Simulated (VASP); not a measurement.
# Ag (Fm-3m) in VASP: single point with LDA

Aim: the single point of Ag with LDA.

Everything below comes from runs of VASP 6.6.1. Logs are shortened: lines on timing, memory, paths and dates and some standing lists are left out, and cuts for length are marked.

## (1) The cell of the first run

Symmetry: Fm-3m, No. 225, cubic system. The conventional cell has a = 4.086 Å, b = 4.086 Å, c = 4.086 Å, α = 90.00°, β = 90.00°, γ = 90.00°. Within 3.8 Å of Ag (site symmetry m-3m) lie 12 Ag at 2.89 Å.

## (2) Single point, LDA

File INCAR:

```
PREC = Accurate
ENCUT = 520
EDIFF = 1E-6
ISMEAR = 0
SIGMA = 0.15
LREAL = False
LASPH = True
NELM = 60
ALGO = Normal
ISIF = 2
LWAVE = False
LCHARG = False
GGA = CA
NBANDS = 12
```

File KPOINTS:

```
regular mesh
0
Gamma
  20 20 20
```

File POSCAR:

```
Ag
1.0
    0.0000000000      2.0431000000      2.0431000000
    2.0431000000      0.0000000000      2.0431000000
    2.0431000000      2.0431000000      0.0000000000
Ag
1
Direct
    0.0000000000      0.0000000000      0.0000000000
```

Potentials or basis: VASP PAW LDA potentials, release 64 (Ag).

Run with:

```sh
$ cat potpaw_LDA.64/Ag/POTCAR > POTCAR
$ mpirun -np 1 vasp_std > vasp.out
```

OUTCAR:

```text
PREC = Accurate
   ENCUT = 520
   EDIFF = 1E-6
   ISMEAR = 0
   LREAL = False
   LASPH = True
   NELM = 60
   ISIF = 2
   GGA = CA

 ion  position               nearest neighbor table
   1  0.000  0.000  0.000-

  LATTYP: Found a face centered cubic cell.
 ALAT       =     4.0862000000

  Lattice vectors:

 A1 = (   0.0000000000,   2.0431000000,   2.0431000000)
 A2 = (   2.0431000000,   0.0000000000,   2.0431000000)
 A3 = (   2.0431000000,   2.0431000000,   0.0000000000)

Analysis of symmetry for initial positions (statically):
=====================================================================
 Subroutine PRICEL returns:
 Original cell was already a primitive cell.

 Routine SETGRP: Setting up the symmetry group for a
 face centered cubic supercell.

 Subroutine GETGRP returns: Found 48 space group operations
 (whereof 48 operations were pure point group operations)
 out of a pool of 48 trial point group operations.

The static configuration has the point symmetry O_h .

Analysis of symmetry for dynamics (positions and initial velocities):
=====================================================================
 Subroutine PRICEL returns:
 Original cell was already a primitive cell.

 Routine SETGRP: Setting up the symmetry group for a
 face centered cubic supercell.

 Subroutine GETGRP returns: Found 48 space group operations
 (whereof 48 operations were pure point group operations)
 out of a pool of 48 trial point group operations.

The dynamic configuration has the point symmetry O_h .

 Subroutine INISYM returns: Found 48 space group operations
 (whereof 48 operations are pure point group operations),
 and found     1 'primitive' translations

----------------------------------------------------------------------------------------

                                     Primitive cell

  volume of cell :      17.0569

  direct lattice vectors                    reciprocal lattice vectors
     0.000000000  2.043100000  2.043100000    -0.244726151  0.244726151  0.244726151
     2.043100000  0.000000000  2.043100000     0.244726151 -0.244726151  0.244726151
     2.043100000  2.043100000  0.000000000     0.244726151  0.244726151 -0.244726151

  length of vectors
     2.889379729  2.889379729  2.889379729     0.423878128  0.423878128  0.423878128

  position of ions in fractional coordinates (direct lattice)
     0.000000000  0.000000000  0.000000000

  ion indices of the primitive-cell ions
[... 81 lines left out ...]
   ISYM   =      2    0-nonsym 1-usesym 2-fastsym
   POTIM  = 0.5000    time-step for ionic-motion
   TEBEG  =    0.0;   TEEND  =   0.0 temperature during run
   PSTRESS=    0.0 pullay stress
   NELECT =      11.0000    total number of electrons
   NUPDOWN=      -1.0000    fix difference up-down
   EMIN   =  10.00;   EMAX   =-10.00  energy-range for DOS
   EFERMI =   0.00;   METHOD = LEGACY
   ISMEAR =     0;   SIGMA  =   0.15  broadening in eV -4-tet -1-fermi 0-gaus
   EFERMI_NEDOS =   21; number of points for ismear=-14 and -15
   IALGO  =     38    algorithm
   IMIX   =      4    mixing-type and parameters
     AMIX     =   0.40;   BMIX     =  1.00
     AMIX_MAG =   1.60;   BMIX_MAG =  1.00
  volume/ion in A,a.u.               =      17.06       115.11
  Fermi-wavevector in a.u.,A,eV,Ry     =   1.414402  2.672832 27.218893  2.000532
  Thomas-Fermi vector in A             =   2.535948
   LORBIT       =      0    0 simple, 1 ext, 2 COOP (PROOUT), +10 PAW based schemes
   GGA     = CA    functional components
   LHFCALC =     F    Hartree Fock is set to
   AEXX    =    0.0000 exact exchange contribution
   IVDW    =     0    specifies the selected vdW correction
   LEPSILON=     F    determine dielectric tensor
   LRPA    =     F    only Hartree local field effects (RPA)
 non-spin polarized calculation
 Gauss-broadening in eV      SIGMA  =   0.15
  energy-cutoff  :      520.00
  volume of cell :       17.06
 maximum number of plane-waves:       477
 NGX is ok and might be reduce to    24
   NGX = 11   NGY = 11   NGZ = 11

 number of electron      10.9999999 magnetization

 Free energy of the ion-electron system (eV)
  ---------------------------------------------------
  ext. energy  EPLUGINS =         0.00000000
  ---------------------------------------------------
  free energy    TOTEN  =        -3.76141537 eV

  energy without entropy =       -3.75914299  energy(sigma->0) =       -3.76027918

 E-fermi :   8.1318     XC(G=0): -12.5811

 val. band max:        8.0814242387   @ k =   0.5000   0.3500   0.1500
 cond. band min:       8.1824925051   @ k =   0.5000   0.3000   0.1000
 fundamental gap:      0.1010682664
 Fermi energy:         8.1317537559

 k-point     1 :       0.0000    0.0000    0.0000
  band No.  band energies     occupation
      1       0.3162      2.00000
      2       3.3704      2.00000
      3       3.3704      2.00000
      4       3.3704      2.00000
      5       4.4243      2.00000
      6       4.4243      2.00000
      7      24.1618      0.00000
      8      27.6610      0.00000
      9      27.6610      0.00000
     10      27.6610      0.00000
     11      32.6794      0.00000
     12      33.6543      0.00000
[... 331 lines left out ...]
 k-point    24 :      -0.3500    0.0500    0.0000
  band No.  band energies     occupation
      1       1.8846      2.00000
      2       3.4283      2.00000
      3       3.4698      2.00000
      4       4.7258      2.00000
      5       4.8717      2.00000
      6       5.8301      2.00000
      7      14.9196      0.00000
      8      23.7372      0.00000
      9      25.5903      0.00000
     10      27.1539      0.00000
     11      30.8483      0.00000
     12      31.1096      0.00000

 [... further k-points ...]

------------------------ aborting loop because EDIFF is reached ----------------------------------------

  FORCE on cell =-STRESS in cart. coord.  units (eV):
  Direction    XX          YY          ZZ          XY          YZ          ZX
  --------------------------------------------------------------------------------------
  -------------------------------------------------------------------------------------
  Total       -0.7631730     -0.7631730     -0.7631730      0.0000000      0.0000000     -0.0000000
  in kB      -71.6860558    -71.6860558    -71.6860558      0.0000000      0.0000000     -0.0000000
  external PRESSURE =     -71.6860558 kB  Pullay stress =       0.0000000 kB

 VOLUME and BASIS-vectors are now :
 -----------------------------------------------------------------------------
  energy-cutoff  :      520.00
  volume of cell :       17.06
      direct lattice vectors                 reciprocal lattice vectors
     0.000000000  2.043100000  2.043100000    -0.244726151  0.244726151  0.244726151
     2.043100000  0.000000000  2.043100000     0.244726151 -0.244726151  0.244726151
     2.043100000  2.043100000  0.000000000     0.244726151  0.244726151 -0.244726151

 POSITION                                       TOTAL-FORCE (eV/Angst)
 -----------------------------------------------------------------------------------
      0.00000      0.00000      0.00000         0.000000      0.000000      0.000000
 -----------------------------------------------------------------------------------
    total drift:                               -0.000000      0.000000      0.000000

  FREE ENERGIE OF THE ION-ELECTRON SYSTEM (eV)
  ---------------------------------------------------
  free  energy   TOTEN  =        -3.7614153659 eV

  energy  without entropy=       -3.7591429890  energy(sigma->0) =       -3.76027918
```

OSZICAR:

```text
N       E                     dE             d eps       ncg     rms          rms(c)
DAV:   1     0.512729002978E+02    0.51273E+02   -0.55365E+03  6224   0.830E+02
DAV:   2    -0.324796885286E+01   -0.54521E+02   -0.51603E+02  7068   0.194E+02
DAV:   3    -0.407172484197E+01   -0.82376E+00   -0.82211E+00  7296   0.252E+01
DAV:   4    -0.407429517285E+01   -0.25703E-02   -0.25702E-02  7068   0.146E+00
DAV:   5    -0.407431571163E+01   -0.20539E-04   -0.20539E-04  7372   0.116E-01    0.547E+00
DAV:   6    -0.377605847830E+01    0.29826E+00   -0.12321E+00  6616   0.977E+00    0.345E+00
DAV:   7    -0.376588350488E+01    0.10175E-01   -0.74136E-03  7124   0.831E-01    0.193E+00
DAV:   8    -0.376140497790E+01    0.44785E-02   -0.85765E-04  6988   0.224E-01    0.688E-02
DAV:   9    -0.376141615956E+01   -0.11182E-04   -0.73776E-06  7280   0.175E-02    0.148E-02
DAV:  10    -0.376141536585E+01    0.79370E-06   -0.17371E-06  7136   0.101E-02
   1 F= -.37614154E+01 E0= -.37602792E+01  d E =-.227238E-02
```

Run time: 16 s. Hardware: 1 thread of Intel Xeon Platinum 8488C (Sapphire Rapids), shared host; peak memory 0.17 GiB.

What came out:

```yaml
Free_energy: -3.7614 eV
Pressure: -7.2 GPa
```

Levels at points of the mesh, in eV from the Fermi level:
| k point | band 2 | band 3 | band 4 | band 5 | band 6 | band 7 | band 8 | band 9 | band 10 | band 11 |
| --- | --- | --- | --- | --- | --- | --- | --- | --- | --- | --- |
| (0.00, 0.00, 0.00) | -4.76 | -4.76 | -4.76 | -3.71 | -3.71 | 16.03 | 19.53 | 19.53 | 19.53 | 24.55 |
| (0.50, 0.00, 0.00) | -4.78 | -4.78 | -2.90 | -2.90 | -0.42 | 3.57 | 15.29 | 17.73 | 17.73 | 22.87 |
| (0.50, 0.50, 0.00) | -6.27 | -2.93 | -2.69 | -2.69 | 1.55 | 6.72 | 10.56 | 10.56 | 17.25 | 17.28 |
